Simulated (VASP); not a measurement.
Here is a VASP 6.6.1 calculation.

File INCAR:

```
PREC = Accurate ; ENCUT = 520
EDIFF = 1E-8 ; ISMEAR = -1
SIGMA = 0.03 ; LREAL = F
LASPH = T ; NELM = 60
ALGO = Normal ; ISIF = 2
LWAVE = F ; LCHARG = F
GGA = PE ; LEFG = T
NBANDS = 14
```

File KPOINTS:

```
Automatic mesh
0
Gamma
  10 10 10
```

Contents of POSCAR:

```
HfN
1.0
    0.0225900000      2.2702950000      2.2702950000
    2.2702950000      0.0225900000      2.2702950000
    2.2702950000      2.2702950000      0.0225900000
Hf N
1 1
Direct
    0.0000000000      0.0000000000      0.0000000000
    0.5000000000      0.5000000000      0.5000000000
```

Potentials or basis: VASP PAW PBE potentials, release 64 (Hf_pv, N).

The run is started by

```sh
$ cat potpaw_PBE.64/Hf_pv/POTCAR potpaw_PBE.64/N/POTCAR > POTCAR
$ mpirun -np 1 vasp_std > vasp.out
```

Estimate the pressure.

3.1 GPa.

Electric field gradients, principal values (V/Å²):
```tsv
atom	least	middle	greatest (by size)
1 Hf	4.030	4.030	-8.059
2 N	-0.590	-0.590	1.180
```

Caveat: the cell differs from its parent crystal (equal xy, yz and zx shear strains of +1 %); without QUAD_EFG the Cq values of the log hold for a quadrupole moment of 1 mb, not for the nuclei.
